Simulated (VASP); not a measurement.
KI:

```
CELL_PARAMETERS angstrom
4.29120 0.00000 0.00000
0.00000 4.29120 0.00000
0.00000 0.00000 4.29120
ATOMIC_POSITIONS crystal
K 0.00000 0.00000 0.00000
I 0.50000 0.50000 0.50000
```

- Program: VASP 6.6.1
- Task: relaxation of cell and atoms
- Functional: PBE
- Potentials or basis: VASP PAW PBE potentials, release 64 (K_sv, I)
- Cutoff: 600 eV
- k mesh: 6 × 6 × 6
- Occupations: fermi-dirac, width 0.02 eV
- Spin: no spin polarisation

At the start: pressure 0.5 GPa; volume 39.51 Å³/atom.

**Question.** How do energy, volume and symmetry change on relaxing?

**Answer.** Over 3 steps the energy falls by 2.3 meV/atom and the volume is 41.06 Å³/atom (+3.9 %); space group Pm-3m (No. 221, to 0.1 Å) before and after.

Step by step:
| step | energy change (eV) | largest force (eV/Å) | pressure (GPa) | volume (Å³) |
| --- | --- | --- | --- | --- |
| 1 | 0.0000 | 0.0000 | 0.51 | 79.02 |
| 2 | -0.0034 | 0.0000 | 0.25 | 80.47 |
| 3 | -0.0046 | 0.0000 | -0.01 | 82.13 |

Final structure:
```cif
data_structure
_symmetry_space_group_name_H-M 'P 1'
_symmetry_Int_Tables_number 1
_cell_length_a 4.3467
_cell_length_b 4.3467
_cell_length_c 4.3467
_cell_angle_alpha 90.000
_cell_angle_beta 90.000
_cell_angle_gamma 90.000
_cell_volume 82.13
loop_
_atom_site_label
_atom_site_type_symbol
_atom_site_fract_x
_atom_site_fract_y
_atom_site_fract_z
_atom_site_occupancy
K1 K 0.00000 0.00000 0.00000 1
I1 I 0.50000 0.50000 0.50000 1
```
